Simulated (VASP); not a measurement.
# BaTiO3 (Pm-3m) in VASP: notebook, part 2 of 2

VASP 6.6.1. Earlier steps stand in the parts before.

### Step 3. Single point, PBE+U

The input, INCAR:

```
PREC = Accurate
ENCUT = 520
EDIFF = 1E-7
ISMEAR = 0
SIGMA = 0.01
LREAL = False
LASPH = True
NELM = 150
ALGO = Normal
ISIF = 2
LWAVE = False
LCHARG = False
LMAXMIX = 4
LDAU = True
LDAUTYPE = 2
LDAUL = -1 2 -1
LDAUU = 0 4 0
LDAUJ = 0 0 0
LDAUPRINT = 1
GGA = PE
NBANDS = 28
```

The input, KPOINTS:

```
regular mesh
0
Gamma
  4 4 4
```

The input, POSCAR:

```
BaTiO3
1.0
    4.0060000000      0.0000000000      0.0000000000
    0.0000000000      4.0060000000      0.0000000000
    0.0000000000      0.0000000000      4.0060000000
Ba Ti O
1 1 3
Direct
    0.5000000000      0.5000000000      0.5000000000
    0.0000000000      0.0000000000      0.0000000000
    0.5000000000      0.0000000000      0.0000000000
    0.0000000000      0.5000000000      0.0000000000
    0.0000000000      0.0000000000      0.5000000000
```

Potentials or basis: VASP PAW PBE potentials, release 64 (Ba_sv, Ti_sv, O).

Run with:

```console
$ cat potpaw_PBE.64/Ba_sv/POTCAR potpaw_PBE.64/Ti_sv/POTCAR potpaw_PBE.64/O/POTCAR > POTCAR
$ mpirun -np 1 vasp_std > vasp.out
```

OUTCAR:

```text
PREC = Accurate
   ENCUT = 520
   EDIFF = 1E-7
   ISMEAR = 0
   LREAL = False
   LASPH = True
   NELM = 150
   ISIF = 2
   GGA = PE

 ion  position               nearest neighbor table
   1  0.500  0.500  0.500-   3 2.83   4 2.83   5 2.83   3 2.83   4 2.83   3 2.83   5 2.83   3 2.83
                             4 2.83   5 2.83   4 2.83   5 2.83   2 3.47   2 3.47   2 3.47   2 3.47
   2  0.000  0.000  0.000-   3 2.00   4 2.00   5 2.00   5 2.00   4 2.00   3 2.00   1 3.47   1 3.47
                             1 3.47   1 3.47   1 3.47   1 3.47   1 3.47   1 3.47
   3  0.500  0.000  0.000-   2 2.00   2 2.00   1 2.83   1 2.83   1 2.83   1 2.83
   4  0.000  0.500  0.000-   2 2.00   2 2.00   1 2.83   1 2.83   1 2.83   1 2.83
   5  0.000  0.000  0.500-   2 2.00   2 2.00   1 2.83   1 2.83   1 2.83   1 2.83

  LATTYP: Found a simple cubic cell.
 ALAT       =     4.0060000000

  Lattice vectors:

 A1 = (   4.0060000000,   0.0000000000,   0.0000000000)
 A2 = (   0.0000000000,   4.0060000000,   0.0000000000)
 A3 = (   0.0000000000,   0.0000000000,   4.0060000000)

Analysis of symmetry for initial positions (statically):
=====================================================================
 Subroutine PRICEL returns:
 Original cell was already a primitive cell.

 Routine SETGRP: Setting up the symmetry group for a
 simple cubic supercell.

 Subroutine GETGRP returns: Found 48 space group operations
 (whereof 48 operations were pure point group operations)
 out of a pool of 48 trial point group operations.

The static configuration has the point symmetry O_h .

Analysis of symmetry for dynamics (positions and initial velocities):
=====================================================================
 Subroutine PRICEL returns:
 Original cell was already a primitive cell.
[... 169 lines left out ...]
  o =  0.1040  v =  1.0000  0.0000  0.0000  0.0000  0.0000  0.0000  0.0000  0.0000  0.0000  0.0000      0.0000  0.0000  0.0000  0.0000  0.0000  0.0000  0.0000  0.0000  0.0000  0.0000
  o =  0.2357  v =  0.0000 -0.0000  0.0001  0.0000  1.0000  0.0000  0.0000  0.0000  0.0000  0.0000      0.0000  0.0000  0.0000  0.0000  0.0000  0.0000  0.0000  0.0000  0.0000  0.0000
  o =  0.2357  v =  0.0000  0.0000  0.0000  0.0000  0.0000  0.0000 -0.0000  0.0001  0.0000  1.0000      0.0000  0.0000  0.0000  0.0000  0.0000  0.0000  0.0000  0.0000  0.0000  0.0000
  o =  0.2357  v =  0.0000  0.0000  0.0000  0.0000  0.0000  0.0000 -0.0000  1.0000 -0.0000 -0.0001      0.0000  0.0000  0.0000  0.0000  0.0000  0.0000  0.0000  0.0000  0.0000  0.0000
  o =  0.2357  v =  0.0000 -0.0000  1.0000 -0.0000 -0.0001  0.0000  0.0000  0.0000  0.0000  0.0000      0.0000  0.0000  0.0000  0.0000  0.0000  0.0000  0.0000  0.0000  0.0000  0.0000

 number of electron      39.9999976 magnetization

 Free energy of the ion-electron system (eV)
  ---------------------------------------------------
  ext. energy  EPLUGINS =         0.00000000
  ---------------------------------------------------
  free energy    TOTEN  =       -37.28492326 eV

  energy without entropy =      -37.28492326  energy(sigma->0) =      -37.28492326

 E-fermi :   4.1058     XC(G=0): -11.2539

 val. band max:        3.9568048518   @ k =   0.5000   0.5000   0.5000
 cond. band min:       6.1488606192   @ k =   0.0000   0.0000   0.0000
 fundamental gap:      2.1920557674
 Fermi energy:         4.1057713949

 k-point     1 :       0.0000    0.0000    0.0000
  band No.  band energies     occupation
      1     -53.8128      2.00000
      2     -29.9713      2.00000
      3     -29.9713      2.00000
      4     -29.9713      2.00000
      5     -20.8711      2.00000
      6     -12.9917      2.00000
[... 299 lines left out ...]
     27      11.5578      0.00000
     28      11.5578      0.00000

------------------------ aborting loop because EDIFF is reached ----------------------------------------

  FORCE on cell =-STRESS in cart. coord.  units (eV):
  Direction    XX          YY          ZZ          XY          YZ          ZX
  --------------------------------------------------------------------------------------
  -------------------------------------------------------------------------------------
  Total        2.6395019      2.6395019      2.6395019     -0.0000000     -0.0000000      0.0000000
  in kB       65.7808874     65.7808874     65.7808874     -0.0000000     -0.0000000      0.0000000
  external PRESSURE =      65.7808874 kB  Pullay stress =       0.0000000 kB

 VOLUME and BASIS-vectors are now :
 -----------------------------------------------------------------------------
  energy-cutoff  :      520.00
  volume of cell :       64.29
      direct lattice vectors                 reciprocal lattice vectors
     4.006000000  0.000000000  0.000000000     0.249625562  0.000000000  0.000000000
     0.000000000  4.006000000  0.000000000     0.000000000  0.249625562  0.000000000
     0.000000000  0.000000000  4.006000000     0.000000000  0.000000000  0.249625562

 POSITION                                       TOTAL-FORCE (eV/Angst)
 -----------------------------------------------------------------------------------
      2.00300      2.00300      2.00300         0.000000      0.000000      0.000000
      0.00000      0.00000      0.00000         0.000000      0.000000      0.000000
      2.00300      0.00000      0.00000         0.000000      0.000000      0.000000
      0.00000      2.00300      0.00000         0.000000      0.000000      0.000000
      0.00000      0.00000      2.00300         0.000000      0.000000      0.000000
 -----------------------------------------------------------------------------------
    total drift:                                0.000000     -0.000000      0.000000

  FREE ENERGIE OF THE ION-ELECTRON SYSTEM (eV)
  ---------------------------------------------------
  free  energy   TOTEN  =       -37.2849232579 eV

  energy  without entropy=      -37.2849232579  energy(sigma->0) =      -37.28492326
```

stdout:

```text
POSCAR found type information on POSCAR BaTiO
 POSCAR found :  3 types and       5 ions
 scaLAPACK will be used
 LDA part: xc-table for (Slater+PW92), standard interpolation
 POSCAR, INCAR and KPOINTS ok, starting setup
 FFT: planning ... GRIDC
 FFT: planning ... GRID_SOFT
 FFT: planning ... GRID
 WAVECAR not read
 entering main loop
```

Wall time 20 s (1 thread of Intel Xeon Platinum 8488C (Sapphire Rapids), shared host); peak memory 0.17 GiB.

What came out:

| Item | Value |
| --- | --- |
| Free energy | -37.2849 eV |
| Pressure | 6.6 GPa |
| Band gap on the k mesh | 2.19 eV, indirect (least direct gap 2.38 eV) |

Levels at points of the mesh, in eV from the valence-band top:
```csv
k point,band 16,band 17,band 18,band 19,band 20,band 21,band 22,band 23,band 24,band 25
"(0.00, 0.00, 0.00)",-1.10,-1.10,-0.19,-0.19,-0.19,2.19,2.19,2.19,3.90,3.90
"(0.50, 0.00, 0.00)",-1.93,-1.74,-1.74,-0.79,-0.79,2.38,3.89,3.89,3.91,5.84
"(0.50, 0.50, 0.00)",-2.62,-1.88,-0.89,-0.89,-0.09,3.90,3.90,4.33,4.71,7.60
"(0.50, 0.50, 0.50)",-2.32,-2.32,0.00,0.00,0.00,4.57,4.57,4.57,6.64,6.64
```

Eigenvalues of the final occupation matrices:
```
    site  spin  trace               eigenvalues
site 2 d     1   0.78  0.10 0.10 0.10 0.24 0.24
site 2 d     2   0.78  0.10 0.10 0.10 0.24 0.24
```

Caveat: spin-orbit coupling is left out, which moves the levels of the heavy elements.

### Step 4. Single point, PBE+U

The input, INCAR:

```
PREC = Accurate
ENCUT = 520
EDIFF = 1E-6
ISMEAR = 0
SIGMA = 0.01
LREAL = False
LASPH = True
NELM = 150
ALGO = Normal
ISIF = 2
LWAVE = False
LCHARG = True
LMAXMIX = 4
LDAU = True
LDAUTYPE = 2
LDAUL = -1 2 -1
LDAUU = 0 6 0
LDAUJ = 0 0 0
LDAUPRINT = 1
GGA = PE
LELF = True
LVHAR = True
NBANDS = 28
```

KPOINTS is that of step 3.

POSCAR is that of step 3.

Run with:

```console
$ cat potpaw_PBE.64/Ba_sv/POTCAR potpaw_PBE.64/Ti_sv/POTCAR potpaw_PBE.64/O/POTCAR > POTCAR
$ mpirun -np 1 vasp_std > vasp.out
```

Wall time 20 s (1 thread of Intel Xeon Platinum 8488C (Sapphire Rapids), shared host); peak memory 0.17 GiB.

The run converged. Its results:

| Item | Value |
| --- | --- |
| Free energy | -36.0331 eV |
| Pressure | 8.2 GPa |
| Band gap on the k mesh | 2.46 eV, indirect (least direct gap 2.67 eV) |

Levels at points of the mesh, in eV from the valence-band top:
| k point | band 18 | band 19 | band 20 | band 21 | band 22 | band 23 |
| --- | --- | --- | --- | --- | --- | --- |
| (0.00, 0.00, 0.00) | -0.21 | -0.21 | -0.21 | 2.46 | 2.46 | 2.46 |
| (0.50, 0.00, 0.00) | -1.70 | -0.82 | -0.82 | 2.66 | 3.95 | 4.15 |
| (0.50, 0.50, 0.00) | -0.90 | -0.90 | -0.09 | 4.17 | 4.17 | 4.60 |
| (0.50, 0.50, 0.50) | 0.00 | 0.00 | 0.00 | 4.83 | 4.83 | 4.83 |

Eigenvalues of the final occupation matrices:
```
    site  spin  trace               eigenvalues
site 2 d     1   0.75  0.09 0.09 0.09 0.23 0.23
site 2 d     2   0.75  0.09 0.09 0.09 0.23 0.23
```

Caveat: spin-orbit coupling is left out, which moves the levels of the heavy elements.

### Step 5. Summary

```csv
U,gap on the mesh (eV),pressure (GPa)
Ti d U = 2.0 eV,1.95,5.0
Ti d U = 4.0 eV,2.19,6.6
Ti d U = 6.0 eV,2.46,8.2
```

Alike in all rows: task single point; level PBE+U; potentials or basis VASP PAW PBE potentials, release 64 (Ba_sv, Ti_sv, O); no spin polarisation; cell as given; k mesh 4 × 4 × 4; cutoff (eV) 520; smearing gaussian 0.01 eV.

On the cell as given the gap runs from 1.95 eV (PBE+U) to 2.46 eV (PBE+U).

Caveats: spin-orbit coupling is left out, which moves the levels of the heavy elements.

Total energies depend on the potentials used, so only differences within one code and one set of settings carry meaning.
